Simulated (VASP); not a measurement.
# Mg (P6_3/mmc) in VASP: further runs

The runs below take Mg through single point, relaxation of cell and atoms, with PBE.

All numbers are computed with VASP 6.6.1; they aren't measurements. Logs are shortened: lines on timing, memory, paths and dates and some standing lists are left out, and cuts for length are marked.

### 1 The cell of the first run

It takes space group P6_3/mmc (No. 194, hexagonal). The conventional cell has a = 3.209 Å, b = 3.209 Å, c = 5.143 Å, α = 90.00°, β = 90.00°, γ = 120.00°. Mg (site symmetry -6m2) has 12 Mg at 3.17 to 3.21 Å within 4.2 Å.

### 2 Single point, PBE

File INCAR:

```
  PREC = Accurate
  ENCUT = 520
  EDIFF = 1E-6
  ISMEAR = 0
  SIGMA = 0.1
  LREAL = F
  LASPH = T
  NELM = 80
  ALGO = Fast
  ISIF = 2
  LWAVE = F
  LCHARG = T
  GGA = PE
  LELF = T
  LVHAR = T
  NBANDS = 9
```

File KPOINTS:

```
Automatic mesh
0
Gamma
  15 15 8
```

File POSCAR:

```
Mg
1.0
    3.2094116452      0.0000000000      0.0000000000
   -1.6047058226      2.7794320160      0.0000000000
    0.0000000000      0.0000000000      5.1433984194
Mg
2
Direct
    0.3333333333      0.6666666667      0.2500000000
    0.6666666667      0.3333333333      0.7500000000
```

Potentials or basis: VASP PAW PBE potentials, release 64 (Mg).

Run with:

```sh
$ cat potpaw_PBE.64/Mg/POTCAR > POTCAR
$ mpirun -np 1 vasp_std > vasp.out
```

OUTCAR:

```text
PREC = Accurate
   ENCUT = 520
   EDIFF = 1E-6
   ISMEAR = 0
   LREAL = F
   LASPH = T
   NELM = 80
   ISIF = 2
   GGA = PE

 ion  position               nearest neighbor table
   1  0.333  0.667  0.250-   2 3.17   2 3.17   2 3.17   2 3.17   2 3.17   2 3.17
   2  0.667  0.333  0.750-   1 3.17   1 3.17   1 3.17   1 3.17   1 3.17   1 3.17

  LATTYP: Found a hexagonal cell.
 ALAT       =     3.2094116452
 C/A-ratio  =     1.6025985408

  Lattice vectors:

 A1 = (   3.2094116452,   0.0000000000,   0.0000000000)
 A2 = (  -1.6047058226,   2.7794320160,   0.0000000000)
 A3 = (   0.0000000000,   0.0000000000,   5.1433984194)

Analysis of symmetry for initial positions (statically):
=====================================================================
 Subroutine PRICEL returns:
 Original cell was already a primitive cell.

 Routine SETGRP: Setting up the symmetry group for a
 hexagonal supercell.

 Subroutine GETGRP returns: Found 24 space group operations
 (whereof 12 operations were pure point group operations)
 out of a pool of 24 trial point group operations.

The static configuration has the point symmetry D_3d.
 The point group associated with its full space group is D_6h.

Analysis of symmetry for dynamics (positions and initial velocities):
=====================================================================
 Subroutine PRICEL returns:
 Original cell was already a primitive cell.

 Routine SETGRP: Setting up the symmetry group for a
 hexagonal supercell.

 Subroutine GETGRP returns: Found 24 space group operations
 (whereof 12 operations were pure point group operations)
 out of a pool of 24 trial point group operations.

The dynamic configuration has the point symmetry D_3d.
 The point group associated with its full space group is D_6h.

 Subroutine INISYM returns: Found 24 space group operations
 (whereof 12 operations are pure point group operations),
 and found     1 'primitive' translations

----------------------------------------------------------------------------------------

                                     Primitive cell

  volume of cell :      45.8809

  direct lattice vectors                    reciprocal lattice vectors
     3.209411645  0.000000000  0.000000000     0.311583589  0.179892869  0.000000000
    -1.604705823  2.779432016  0.000000000     0.000000000  0.359785738  0.000000000
     0.000000000  0.000000000  5.143398419     0.000000000  0.000000000  0.194423982

  length of vectors
     3.209411645  3.209411645  5.143398419     0.359785738  0.359785738  0.194423982

  position of ions in fractional coordinates (direct lattice)
     0.333333333  0.666666667  0.250000000
     0.666666667  0.333333333  0.750000000

  ion indices of the primitive-cell ions
   primitive index   ion index
                 1           1
                 2           2

----------------------------------------------------------------------------------------

 KPOINTS: Automatic mesh

Automatic generation of k-mesh.
 Grid dimensions read from file:
 generate k-points for:   15   15    8

 Generating k-lattice:

  Cartesian coordinates                     Fractional coordinates (reciprocal lattice)
     0.020772239  0.011992858  0.000000000     0.066666667  0.000000000  0.000000000
     0.000000000  0.023985716  0.000000000     0.000000000  0.066666667  0.000000000
     0.000000000  0.000000000  0.024302998     0.000000000  0.000000000  0.125000000

  Length of vectors
     0.023985716  0.023985716  0.024302998

  Shift w.r.t. Gamma in fractional coordinates (k-lattice)
     0.000000000  0.000000000  0.000000000

 Subroutine IBZKPT returns following result:
 ===========================================

 Found    135 irreducible k-points:

 Following reciprocal coordinates:
            Coordinates               Weight
  0.000000  0.000000  0.000000      1.000000
  0.066667  0.000000  0.000000      6.000000
  0.133333  0.000000  0.000000      6.000000
  0.200000 -0.000000  0.000000      6.000000
  0.266667  0.000000  0.000000      6.000000
  0.333333  0.000000  0.000000      6.000000
[... 16 lines left out ...]
  0.333333  0.200000  0.000000     12.000000
  0.400000  0.200000  0.000000      6.000000
 [... further k-points ...]
   k-points           NKPTS =    135   k-points in BZ     NKDIM =    135   number of bands    NBANDS=      9
   number of dos      NEDOS =    301   number of ions     NIONS =      2
   total plane-waves  NPLWV =  23040
   dimension x,y,z NGX =    24 NGY =   24 NGZ =   40
   dimension x,y,z NGXF=    48 NGYF=   48 NGZF=   80
   ions per type =               2
   NGX,Y,Z   is equivalent  to a cutoff of  12.43, 12.43, 12.93 a.u.
   NGXF,Y,Z  is equivalent  to a cutoff of  24.86, 24.86, 25.86 a.u.
 SYSTEM =  unknown system
   PREC   = accura    normal or accurate (medium, high low for compatibility)
   ISTART =      0    job   : 0-new  1-cont  2-samecut
   ICHARG =      2    charge: 1-file 2-atom 10-const
   ISPIN  =      1    spin polarized calculation?
   LNONCOLLINEAR =      F non collinear calculations
   LSORBIT =      F    spin-orbit coupling
   LASPH  =      T    aspherical Exc in radial PAW
   ENCUT  =  520.0 eV  38.22 Ry    6.18 a.u.   5.97  5.97  9.56*2*pi/ulx,y,z
   NELM   =     80;   NELMIN=  2; NELMDL= -5     # of ELM steps
   EDIFF  = 0.1E-05   stopping-criterion for ELM
   LREAL  =      F    real-space projection
   EDIFFG = 0.1E-04   stopping-criterion for IOM
   NSW    =      0    number of steps for IOM
   IBRION =     -1    ionic relax: 0-MD 1-quasi-New 2-CG
   NFREE  =      0    steps in history (QN), initial steepest desc. (CG)
   ISIF   =      2    stress and relaxation
   ISYM   =      2    0-nonsym 1-usesym 2-fastsym
   POTIM  = 0.5000    time-step for ionic-motion
   TEBEG  =    0.0;   TEEND  =   0.0 temperature during run
   PSTRESS=    0.0 pullay stress
   NELECT =       4.0000    total number of electrons
   NUPDOWN=      -1.0000    fix difference up-down
   EMIN   =  10.00;   EMAX   =-10.00  energy-range for DOS
   EFERMI =   0.00;   METHOD = LEGACY
   ISMEAR =     0;   SIGMA  =   0.10  broadening in eV -4-tet -1-fermi 0-gaus
   EFERMI_NEDOS =   21; number of points for ismear=-14 and -15
   IALGO  =     68    algorithm
   IMIX   =      4    mixing-type and parameters
     AMIX     =   0.40;   BMIX     =  1.00
     AMIX_MAG =   1.60;   BMIX_MAG =  1.00
  volume/ion in A,a.u.               =      22.94       154.81
  Fermi-wavevector in a.u.,A,eV,Ry     =   0.725913  1.371776  7.169576  0.526949
  Thomas-Fermi vector in A             =   1.816754
   LORBIT       =      0    0 simple, 1 ext, 2 COOP (PROOUT), +10 PAW based schemes
   GGA     = PE    functional components
   LHFCALC =     F    Hartree Fock is set to
   AEXX    =    0.0000 exact exchange contribution
   IVDW    =     0    specifies the selected vdW correction
   LEPSILON=     F    determine dielectric tensor
   LRPA    =     F    only Hartree local field effects (RPA)
 non-spin polarized calculation
 RMM-DIIS sequential band-by-band and
 Gauss-broadening in eV      SIGMA  =   0.10
  energy-cutoff  :      520.00
  volume of cell :       45.88
 maximum number of plane-waves:      1260
 NGX is ok and might be reduce to    24
   NGX = 11   NGY = 11   NGZ = 19

 number of electron       4.0000000 magnetization

 Free energy of the ion-electron system (eV)
  ---------------------------------------------------
  ext. energy  EPLUGINS =         0.00000000
  ---------------------------------------------------
  free energy    TOTEN  =        -3.01497458 eV

  energy without entropy =       -3.01013024  energy(sigma->0) =       -3.01255241

 E-fermi :   2.6353     XC(G=0):  -8.4932

 val. band max:        2.6222612042   @ k =   0.3333   0.1333   0.1250
 cond. band min:       2.6530149287   @ k =   0.2667   0.2667   0.2500
 fundamental gap:      0.0307537245
 Fermi energy:         2.6352645965

 k-point     1 :       0.0000    0.0000    0.0000
  band No.  band energies     occupation
      1      -4.2976      2.00000
      2       1.0200      2.00000
      3       1.5165      2.00000
      4      13.4436      0.00000
      5      13.4436      0.00000
      6      13.5276      0.00000
      7      13.5276      0.00000
      8      14.5277      0.00000
      9      15.9276      0.00000

 k-point     2 :       0.0667    0.0000    0.0000
  band No.  band energies     occupation
      1      -4.2108      2.00000
      2       1.0992      2.00000
      3       1.6008      2.00000
      4      11.6897      0.00000
      5      12.4660      0.00000
      6      13.2883      0.00000
      7      14.6317      0.00000
      8      15.3523      0.00000
      9      16.3734      0.00000

 k-point     3 :       0.1333    0.0000    0.0000
  band No.  band energies     occupation
      1      -3.9509      2.00000
      2       1.3369      2.00000
      3       1.8516      2.00000
      4       9.6606      0.00000
      5      11.5908      0.00000
      6      12.3595      0.00000
      7      14.4249      0.00000
      8      15.1038      0.00000
      9      15.7632      0.00000

 k-point     4 :       0.2000   -0.0000    0.0000
  band No.  band energies     occupation
      1      -3.5192      2.00000
      2       1.7332      2.00000
      3       2.2611      2.00000
      4       7.7204      0.00000
      5      10.8620      0.00000
      6      11.3756      0.00000
      7      12.4925      0.00000
      8      13.7657      0.00000
      9      15.4575      0.00000
[... 205 lines left out ...]
 k-point    22 :       0.2667    0.2000    0.0000
  band No.  band energies     occupation
      1      -1.1380      2.00000
      2       3.5329      0.00000
      3       3.9559      0.00000
      4       4.4871      0.00000
      5       5.6245      0.00000
      6       8.7166      0.00000
      7       9.7364      0.00000
      8      10.0717      0.00000
      9      11.1881      0.00000

 k-point    23 :       0.3333    0.2000    0.0000
  band No.  band energies     occupation
      1      -0.1368      2.00000
      2       2.2916      2.00000
      3       4.5091      0.00000
      4       4.9045      0.00000
      5       6.0116      0.00000
      6       7.3208      0.00000
      7       8.5207      0.00000
      8       9.7928      0.00000
      9      10.9089      0.00000

 k-point    24 :       0.4000    0.2000    0.0000
  band No.  band energies     occupation
      1       1.0100      2.00000
      2       1.0172      2.00000
      3       4.5052      0.00000
      4       5.8415      0.00000
      5       6.2293      0.00000
      6       6.4944      0.00000
      7       7.8125      0.00000
      8       9.7048      0.00000
      9      10.8218      0.00000

 [... further k-points ...]

------------------------ aborting loop because EDIFF is reached ----------------------------------------

  FORCE on cell =-STRESS in cart. coord.  units (eV):
  Direction    XX          YY          ZZ          XY          YZ          ZX
  --------------------------------------------------------------------------------------
  -------------------------------------------------------------------------------------
  Total       -0.0327037     -0.0327037     -0.0459249      0.0000000      0.0000000      0.0000000
  in kB       -1.1420260     -1.1420260     -1.6037145      0.0000000      0.0000000      0.0000000
  external PRESSURE =      -1.2959221 kB  Pullay stress =       0.0000000 kB

 VOLUME and BASIS-vectors are now :
 -----------------------------------------------------------------------------
  energy-cutoff  :      520.00
  volume of cell :       45.88
      direct lattice vectors                 reciprocal lattice vectors
     3.209411645  0.000000000  0.000000000     0.311583589  0.179892869  0.000000000
    -1.604705823  2.779432016  0.000000000     0.000000000  0.359785738  0.000000000
     0.000000000  0.000000000  5.143398419     0.000000000  0.000000000  0.194423982

 POSITION                                       TOTAL-FORCE (eV/Angst)
 -----------------------------------------------------------------------------------
     -0.00000      1.85295      1.28585         0.000000     -0.000000      0.000000
      1.60471      0.92648      3.85755        -0.000000      0.000000      0.000000
 -----------------------------------------------------------------------------------
    total drift:                                0.000000     -0.000000      0.000000

  FREE ENERGIE OF THE ION-ELECTRON SYSTEM (eV)
  ---------------------------------------------------
  free  energy   TOTEN  =        -3.0149745758 eV

  energy  without entropy=       -3.0101302373  energy(sigma->0) =       -3.01255241
```

Wall time 13 s (1 thread of Intel Xeon 6975P-C (Granite Rapids), shared host); peak memory 0.19 GiB.

What came out:

- Free energy: -3.0150 eV
- Pressure: -0.1 GPa
- Band gap on the k mesh: zero (bands 2 and 3 overlap by 2.02 eV)

### 3 Relaxation of cell and atoms, PBE

This run uses another cell than the first one, of 22.40 Å³/atom.

File INCAR:

```
SYSTEM = Mg
ALGO = Fast
EDIFF = 1E-7
EDIFFG = -0.005
ENCUT = 600
GGA = PE
IBRION = 2
ISIF = 3
ISMEAR = 0
LASPH = .TRUE.
LCHARG = .FALSE.
LREAL = .FALSE.
LWAVE = .FALSE.
NELM = 100
NSW = 100
PREC = Accurate
SIGMA = 0.1
```

File KPOINTS:

```
k-points
0
G
  15 15 8
  0 0 0
```

File POSCAR:

```
Mg
1.0
    3.1720232863      0.0000000000      0.0000000000
   -1.5860116431      2.7470527473      0.0000000000
    0.0000000000      0.0000000000      5.1412049000
Mg
2
Direct
    0.3333333300      0.6666666700      0.2500000000
    0.6666666700      0.3333333300      0.7500000000
```

Potentials or basis: VASP PAW PBE potentials, release 64 (Mg).

Run with:

```sh
$ cat potpaw_PBE.64/Mg/POTCAR > POTCAR
$ mpirun -np 1 vasp_std > vasp.out
```

Run time: 40 s. Hardware: 1 thread of Intel Xeon 6975P-C (Granite Rapids), shared host; peak memory 0.22 GiB.

The run converged. Its results:

* Free energy: -3.0151 eV
* Relaxed volume: 22.86 Å³/atom
* Relaxed cell: a = 3.206 Å, b = 3.206 Å, c = 5.136 Å, α = 90.00°, β = 90.00°, γ = 120.00°
* Space group after relaxing (to 0.1 Å): P6_3/mmc (No. 194)
* Energy gained by relaxing: 1.5 meV/atom
* Ionic steps: 6
* Pressure after relaxing: 0.0 GPa
* Band gap on the k mesh: zero (bands 2 and 3 overlap by 2.01 eV)

The path:
```tsv
step	energy change (eV)	largest force (eV/Å)	pressure (GPa)	volume (Å³)
1	0.0000	0.0000	0.77	44.80
2	-0.0025	0.0000	0.17	45.50
3	-0.0027	0.0000	-0.08	45.81
4	-0.0027	0.0000	-0.06	45.79
5	-0.0029	0.0000	-0.03	45.75
6	-0.0029	0.0000	0.00	45.72
```

Final structure:
```xyz
2
Lattice="3.2061 0.0000 0.0000 -1.6031 2.7766 0.0000 0.0000 0.0000 5.1356" Properties=species:S:1:pos:R:3 pbc="T T T"
Mg    0.0000    1.8511    1.2839
Mg    1.6031    0.9255    3.8517
```

Levels at points of the mesh, in eV from the Fermi level:
| k point | band 1 | band 2 | band 3 | band 4 | band 5 | band 6 |
| --- | --- | --- | --- | --- | --- | --- |
| (0.00, 0.00, 0.00) | -6.95 | -1.62 | -1.11 | 10.82 | 10.82 | 10.91 |
| (0.00, 0.00, 0.50) | -5.53 | -5.53 | 5.26 | 5.26 | 11.58 | 11.58 |

The gap in the log of VASP goes by the Fermi energy; the results here count the filled bands.